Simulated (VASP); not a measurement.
# GaN (R-3m) in VASP: settings compared, part 3 of 3

VASP 6.6.1. Earlier steps stand in the parts before.

**7. Single point, r2SCAN (epitaxial 111 strain -2.0%)**

Contents of POSCAR:

```
GaN
1.0
    0.0372019861      2.1035469157      2.1035469157
    2.1035469157      0.0372019861      2.1035469157
    2.1035469157      2.1035469157      0.0372019861
Ga N
1 1
Direct
    0.0000000000      0.0000000000      0.0000000000
    0.5000000000      0.5000000000      0.5000000000
```

Contents of INCAR.step1:

```
SYSTEM = GaN
ALGO = Normal
EDIFF = 1E-4
ENCUT = 520
GGA = PE
ISMEAR = 0
LASPH = .TRUE.
LCHARG = .FALSE.
LREAL = .FALSE.
LWAVE = .TRUE.
NBANDS = 16
NELM = 100
PREC = Accurate
SIGMA = 0.01
```

Contents of INCAR.step2:

```
SYSTEM = GaN
ALGO = Normal
EDIFF = 1E-6
ENCUT = 520
ISIF = 2
ISMEAR = 0
ISTART = 1
LASPH = .TRUE.
LCHARG = .TRUE.
LELF = .TRUE.
LMIXTAU = .TRUE.
LREAL = .FALSE.
LVHAR = .TRUE.
LWAVE = .FALSE.
METAGGA = R2SCAN
NBANDS = 16
NELM = 100
PREC = Accurate
SIGMA = 0.01
```

Contents of KPOINTS:

```
k-points
0
G
  10 10 10
  0 0 0
```

Potentials or basis: VASP PAW PBE potentials, release 64 (Ga_d, N).

Launch:

```console
> cat potpaw_PBE.64/Ga_d/POTCAR potpaw_PBE.64/N/POTCAR > POTCAR
> cp INCAR.step1 INCAR
> mpirun -np 1 vasp_std > vasp.out
> cp INCAR.step2 INCAR
> mpirun -np 1 vasp_std > vasp.out
```

OUTCAR:

```text
SYSTEM = GaN
   EDIFF = 1E-6
   ENCUT = 520
   ISIF = 2
   ISMEAR = 0
   ISTART = 1
   LASPH = .TRUE.
   LREAL = .FALSE.
   METAGGA = R2SCAN
   NELM = 100
   PREC = Accurate

 ion  position               nearest neighbor table
   1  0.000  0.000  0.000-   2 2.09   2 2.09   2 2.09   2 2.09   2 2.09   2 2.09
   2  0.500  0.500  0.500-   1 2.09   1 2.09   1 2.09   1 2.09   1 2.09   1 2.09

  LATTYP: Found a trigonal (rhomboedric) cell.
 ALAT       =     2.9750971818
 COS(alpha) =     0.5176044147

  Lattice vectors:

 A1 = (   0.0372019861,   2.1035469157,   2.1035469157)
 A2 = (   2.1035469157,   0.0372019861,   2.1035469157)
 A3 = (   2.1035469157,   2.1035469157,   0.0372019861)

Analysis of symmetry for initial positions (statically):
=====================================================================
 Subroutine PRICEL returns:
 Original cell was already a primitive cell.

 Routine SETGRP: Setting up the symmetry group for a
 trigonal (rhombohedral) supercell.

 Subroutine GETGRP returns: Found 12 space group operations
 (whereof 12 operations were pure point group operations)
 out of a pool of 12 trial point group operations.

The static configuration has the point symmetry D_3d.

Analysis of symmetry for dynamics (positions and initial velocities):
=====================================================================
 Subroutine PRICEL returns:
 Original cell was already a primitive cell.

 Routine SETGRP: Setting up the symmetry group for a
 trigonal (rhombohedral) supercell.

 Subroutine GETGRP returns: Found 12 space group operations
 (whereof 12 operations were pure point group operations)
 out of a pool of 12 trial point group operations.

The dynamic configuration has the point symmetry D_3d.

 Subroutine INISYM returns: Found 12 space group operations
 (whereof 12 operations are pure point group operations),
 and found     1 'primitive' translations

----------------------------------------------------------------------------------------
[... 114 lines left out ...]
  volume/ion in A,a.u.               =       9.06        61.15
  Fermi-wavevector in a.u.,A,eV,Ry     =   1.633410  3.086698 36.300733  2.668029
  Thomas-Fermi vector in A             =   2.725220
   LORBIT       =      0    0 simple, 1 ext, 2 COOP (PROOUT), +10 PAW based schemes
   METAGGA = R2SCAN    functional components
   LHFCALC =     F    Hartree Fock is set to
   AEXX    =    0.0000 exact exchange contribution
   IVDW    =     0    specifies the selected vdW correction
   LEPSILON=     F    determine dielectric tensor
   LRPA    =     F    only Hartree local field effects (RPA)
 non-spin polarized calculation
 Gauss-broadening in eV      SIGMA  =   0.01
  energy-cutoff  :      520.00
  volume of cell :       18.12
 maximum number of plane-waves:       531
 NGX is ok and might be reduce to    24
   NGX = 11   NGY = 11   NGZ = 11

 number of electron      17.9999996 magnetization

 Free energy of the ion-electron system (eV)
  ---------------------------------------------------
  ext. energy  EPLUGINS =         0.00000000
  ---------------------------------------------------
  free energy    TOTEN  =       -20.93984899 eV

  energy without entropy =      -20.93984899  energy(sigma->0) =      -20.93984899

 E-fermi :   8.3212     XC(G=0): -14.4407

 val. band max:        8.2298971041   @ k =   0.4000   0.2000   0.2000
 cond. band min:       9.5501109751   @ k =   0.5000   0.5000  -0.0000
 fundamental gap:      1.3202138710
 Fermi energy:         8.3212125804

 k-point     1 :       0.0000    0.0000    0.0000
  band No.  band energies     occupation
      1     -10.3057      2.00000
      2      -6.1972      2.00000
      3      -6.1919      2.00000
      4      -6.1919      2.00000
      5      -6.1075      2.00000
      6      -6.1075      2.00000
[... 433 lines left out ...]
      3      -6.0709      2.00000
      4      -5.9987      2.00000
      5      -5.9358      2.00000
      6      -5.0972      2.00000
[... 8 lines left out ...]
     15      34.4904      0.00000
     16      36.4194      0.00000

 [... further k-points ...]

------------------------ aborting loop because EDIFF is reached ----------------------------------------

  FORCE on cell =-STRESS in cart. coord.  units (eV):
  Direction    XX          YY          ZZ          XY          YZ          ZX
  --------------------------------------------------------------------------------------
  -------------------------------------------------------------------------------------
  Total        1.1761102      1.1761102      1.1761102     -0.5036172     -0.5036172     -0.5036172
  in kB      103.9794046    103.9794046    103.9794046    -44.5245783    -44.5245783    -44.5245783
  external PRESSURE =     103.9794046 kB  Pullay stress =       0.0000000 kB

 VOLUME and BASIS-vectors are now :
 -----------------------------------------------------------------------------
  energy-cutoff  :      520.00
  volume of cell :       18.12
      direct lattice vectors                 reciprocal lattice vectors
     0.037201986  2.103546916  2.103546916    -0.244094091  0.239852218  0.239852218
     2.103546916  0.037201986  2.103546916     0.239852218 -0.244094091  0.239852218
     2.103546916  2.103546916  0.037201986     0.239852218  0.239852218 -0.244094091

 POSITION                                       TOTAL-FORCE (eV/Angst)
 -----------------------------------------------------------------------------------
      0.00000      0.00000      0.00000         0.000000     -0.000000      0.000000
      2.12215      2.12215      2.12215        -0.000000      0.000000     -0.000000
 -----------------------------------------------------------------------------------
    total drift:                                0.000000     -0.000000     -0.000000

  FREE ENERGIE OF THE ION-ELECTRON SYSTEM (eV)
  ---------------------------------------------------
  free  energy   TOTEN  =       -20.9398489855 eV

  energy  without entropy=      -20.9398489855  energy(sigma->0) =      -20.93984899
```

OUTCAR.step1:

```text
SYSTEM = GaN
   EDIFF = 1E-4
   ENCUT = 520
   GGA = PE
   ISMEAR = 0
   LASPH = .TRUE.
   LREAL = .FALSE.
[... 678 lines left out ...]
      0.00000      0.00000      0.00000        -0.000000      0.000000     -0.000000
      2.12215      2.12215      2.12215         0.000000     -0.000000      0.000000
 -----------------------------------------------------------------------------------
    total drift:                                0.000000     -0.000000     -0.000000

  FREE ENERGIE OF THE ION-ELECTRON SYSTEM (eV)
  ---------------------------------------------------
  free  energy   TOTEN  =       -11.1197187825 eV

  energy  without entropy=      -11.1197187825  energy(sigma->0) =      -11.11971878
```

OSZICAR.step1:

```text
N       E                     dE             d eps       ncg     rms          rms(c)
DAV:   1     0.739694727217E+02    0.73969E+02   -0.93422E+03  4296   0.215E+03
DAV:   2    -0.873163373607E+01   -0.82701E+02   -0.76994E+02  4312   0.323E+02
DAV:   3    -0.129570060667E+02   -0.42254E+01   -0.42128E+01  4176   0.628E+01
DAV:   4    -0.129950264976E+02   -0.38020E-01   -0.38017E-01  4752   0.622E+00
DAV:   5    -0.129954419585E+02   -0.41546E-03   -0.41546E-03  4192   0.582E-01    0.748E+00
DAV:   6    -0.111420342453E+02    0.18534E+01   -0.42660E+00  5416   0.413E+01    0.240E+00
DAV:   7    -0.111343395049E+02    0.76947E-02   -0.24840E-01  4464   0.519E+00    0.158E+00
DAV:   8    -0.111214267359E+02    0.12913E-01   -0.28110E-02  4336   0.226E+00    0.474E-01
DAV:   9    -0.111197459720E+02    0.16808E-02   -0.65688E-03  4608   0.210E+00    0.109E-01
DAV:  10    -0.111197187825E+02    0.27190E-04   -0.55136E-04  4336   0.303E-01
   1 F= -.11119719E+02 E0= -.11119719E+02  d E =-.171334E-58
```

It took 2.1 min on 1 thread of Intel Xeon 8259CL, shared host; peak memory 0.17 GiB.

Results:

- Free energy: -20.9398 eV
- Pressure: 10.4 GPa
- Band gap on the k mesh: 1.32 eV (least direct gap 3.72 eV)

Stress tensor (GPa, compression positive):
```
10.40 -4.45 -4.45
-4.45 10.40 -4.45
-4.45 -4.45 10.40
```

Levels at points of the mesh, in eV from the valence-band top:
| k point | band 5 | band 6 | band 7 | band 8 | band 9 | band 10 | band 11 | band 12 | band 13 | band 14 |
| --- | --- | --- | --- | --- | --- | --- | --- | --- | --- | --- |
| (0.00, 0.00, 0.00) | -14.34 | -14.34 | -0.87 | -0.50 | -0.50 | 3.22 | 15.13 | 15.93 | 15.93 | 16.99 |
| (0.50, 0.00, 0.00) | -14.18 | -14.17 | -8.54 | -0.34 | -0.20 | 5.36 | 9.78 | 10.02 | 10.85 | 17.79 |
| (0.50, 0.50, 0.00) | -14.11 | -11.49 | -7.60 | -3.50 | -3.15 | 1.32 | 8.52 | 13.39 | 16.16 | 16.23 |
| (0.50, 0.50, 0.50) | -14.18 | -14.18 | -8.85 | -0.09 | -0.09 | 5.86 | 10.42 | 10.42 | 10.79 | 18.12 |

Caveat: the cell differs from its parent crystal (epitaxial 111 strain -2.0%); the cell stands under pressure; the PAW data sets were made with another functional, which shifts forces and pressure a little.

**8. Summary**

| level | cell | smearing | gap on the mesh (eV) | pressure (GPa) |
| --- | --- | --- | --- | --- |
| PBE | a = 2.990 Å, angles 61.1°, 2 atoms | fermi-dirac 0.02 eV | 0.37 | 1.3 |
| PBE | a = 2.995 Å, angles 61.7°, 2 atoms | fermi-dirac 0.02 eV | 0.23 | -2.0 |
| PBE | a = 2.999 Å, angles 62.3°, 2 atoms | fermi-dirac 0.02 eV | 0.08 | -5.0 |
| r2SCAN | a = 2.970 Å, angles 57.6°, 2 atoms | gaussian 0.01 eV | 1.40 | 21.1 |
| r2SCAN | a = 2.972 Å, angles 58.2°, 2 atoms | gaussian 0.01 eV | 1.36 | 15.5 |
| r2SCAN | a = 2.975 Å, angles 58.8°, 2 atoms | gaussian 0.01 eV | 1.32 | 10.4 |

Alike in all rows: task single point; potentials or basis VASP PAW PBE potentials, release 64 (Ga_d, N); no spin polarisation; k mesh 10 × 10 × 10; cutoff (eV) 520.

Caveats: the cell stands under pressure (at least some runs); the PAW data sets were made with another functional, which shifts forces and pressure a little (at least some runs); the cell stands under tension (at least some runs).

Total energies depend on the potentials used, so only differences within one code and one set of settings carry meaning.
